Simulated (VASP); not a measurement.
Write the native input for VASP 6.6.1 that does the following.

| Quantity | Value |
| --- | --- |
| Task | electric field gradients |
| Functional | PBEsol |
| Potentials or basis | VASP PAW PBE potentials, release 64 (Sb) |
| Cutoff | 520 eV |
| k mesh | 14 × 14 × 14 |
| Occupations | fermi-dirac, width 0.03 eV |
| Spin | no spin polarisation |
| Dipole correction | no |
| Further INCAR settings | ALGO = Normal; EDIFF = 1e-08; NBANDS = 8 |

The structure of Sb lies in POSCAR:

```
Sb
1.0
    0.0000000000      2.2972909123      2.2972909123
    2.2972909123      0.0000000000      2.2972909123
    2.2972909123      2.2972909123      0.0000000000
Sb
1
Direct
    0.0000000000      0.0000000000      0.0000000000
```

This cell differs from its parent crystal: volume scaled by 0.99.

These files were run (other wordings do the same):

INCAR

```
  PREC = Accurate
  ENCUT = 520
  EDIFF = 1E-8
  ISMEAR = -1
  SIGMA = 0.03
  LREAL = False
  LASPH = True
  NELM = 60
  ALGO = Normal
  ISIF = 2
  LWAVE = False
  LCHARG = False
  GGA = PS
  LEFG = True
  NBANDS = 8
```

KPOINTS

```
regular mesh
0
Gamma
  14 14 14
```

Potentials or basis: VASP PAW PBE potentials, release 64 (Sb).

Launch:

```console
$ cat potpaw_PBE.64/Sb/POTCAR > POTCAR
$ mpirun -np 1 vasp_std > vasp.out
```

It gave:

| Quantity | Value |
| --- | --- |
| Pressure | 6.1 GPa |

Caveat: without QUAD_EFG the Cq values of the log hold for a quadrupole moment of 1 mb, not for the nuclei; the PAW data sets were made with another functional, which shifts forces and pressure a little.

Wall time 5.5 s on 1 thread of Intel(R) Xeon(R) 6975P-C (Granite Rapids) (shared host), peak memory 0.14 GiB.
